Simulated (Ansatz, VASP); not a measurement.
**Two plane-wave programs on TiSi4Ni3**

```xyz
8
Lattice="3.7269 0.0000 0.0000 0.0000 5.8086 0.0000 0.0000 0.0000 4.7550" Properties=species:S:1:pos:R:3 pbc="T T T"
Ti    0.0000    2.9043    0.1319
Si    0.0000    4.2901    2.6079
Si    0.0000    1.5185    2.6079
Si    1.8635    1.1995    0.6619
Si    1.8635    4.6090    0.6619
Ni    1.8635    2.9043    2.3833
Ni    1.8635    0.0000    2.7182
Ni    0.0000    0.0000    4.4226
```

Alike in both runs: functional PBE; k mesh 10 × 8 × 8; occupations gaussian, width 0.1 eV; no spin polarisation.

Ansatz relaxed the structure, and its values are those at the end. VASP's run is a single point on that final structure, the one shown.

```csv
,VASP,Ansatz
version,VASP 6.6.1,Ansatz 0.2.0
potentials or method,"VASP PAW PBE potentials, release 64 (Ti_sv, Si, Ni), cutoff 520 eV","scalar-relativistic, plane waves, PAW"
valence electrons in the cell,58,82
```

```tsv
	VASP	Ansatz	Ansatz less VASP
gap on the k mesh at the Fermi level (eV)	none	none	-
pressure (GPa)	0.1	0.0	-0.07
rms of the force components (eV/Å)	0.005	0.001	-0.0043
```

A gap of «none» marks a metal or a gap that the smearing closes. VASP's potentials hold 58 valence electrons a cell and Ansatz's 82, so a difference there can come from the potentials and not from the codes.
